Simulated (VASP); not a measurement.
Input of a VASP 6.6.1 run:

The input INCAR:

```
  PREC = Accurate
  ENCUT = 520
  EDIFF = 1E-7
  ISMEAR = 0
  SIGMA = 0.03
  LREAL = False
  LASPH = True
  NELM = 100
  ALGO = Normal
  ISIF = 2
  LWAVE = False
  LCHARG = False
  NBANDS = 17
```

File KPOINTS:

```
regular mesh
0
Gamma
  10 10 10
```

POSCAR

```
PbS
1.0
    0.0000000000      2.9650000000      2.9650000000
    2.9650000000      0.0000000000      2.9650000000
    2.9650000000      2.9650000000      0.0000000000
Pb S
1 1
Direct
    0.0000000000      0.0000000000      0.0000000000
    0.5316188870      0.5316188870      0.4683811130
```

Potentials or basis: VASP PAW LDA potentials, release 64 (Pb_d, S).

Run with:

```sh
$ cat potpaw_LDA.64/Pb_d/POTCAR potpaw_LDA.64/S/POTCAR > POTCAR
$ mpirun -np 1 vasp_std > vasp.out
```

Predict the largest force.

0.124 eV/Å.

Estimate the pressure.

-2.0 GPa.

What does it give for the band gap on the k mesh?

0.60 eV, direct.

Stress tensor (GPa, compression positive):
```
-2.43  0.00  0.00
 0.00 -2.43  0.00
 0.00  0.00 -1.04
```

Caveat: the cell differs from its parent crystal (all S atoms moved +0.188 Å, as atom 2 along Cartesian [0 0 1]); spin-orbit coupling is left out, which moves the levels of the heavy elements. A k mesh can miss the band edges.
